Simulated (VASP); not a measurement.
Input of a VASP 6.6.1 run:

The input INCAR:

```
SYSTEM = Hg
  PREC = Accurate
  ENCUT = 520
  EDIFF = 1E-7
  ISMEAR = -1
  SIGMA = 0.1
  LREAL = .False.
  LASPH = .True.
  NELM = 80
  ALGO = Normal
  ISIF = 2
  LWAVE = .False.
  LCHARG = .False.
  GGA = PS
  NBANDS = 19
```

The input KPOINTS:

```
regular mesh
0
Gamma
  19 19 10
  0 0 0
```

The input POSCAR:

```
Hg
1.0
    3.2732285995      0.0000000000      0.0000000000
   -1.6366142998      2.8346991196      0.0000000000
    0.0000000000      0.0000000000      5.4874611932
Hg
2
Direct
    0.3333333333      0.6666666667      0.2500000000
    0.6666666667      0.3333333333      0.7500000000
```

Potentials or basis: VASP PAW PBE potentials, release 64 (Hg).

The run is started by

```bash
$ cat potpaw_PBE.64/Hg/POTCAR > POTCAR
$ mpirun -np 1 vasp_std > vasp.out
```

Question: Estimate the band gap on the k mesh.

Answer: Zero (bands 12 and 13 overlap by 1.29 eV).

Question: Predict the pressure.

Answer: -1.5 GPa.

Stress tensor (GPa, compression positive):
```
-1.26  0.00  0.00
 0.00 -1.26  0.00
 0.00  0.00 -1.86
```

Caveat: the PAW data sets were made with another functional, which shifts forces and pressure a little; spin-orbit coupling is left out, which moves the levels of the heavy elements.
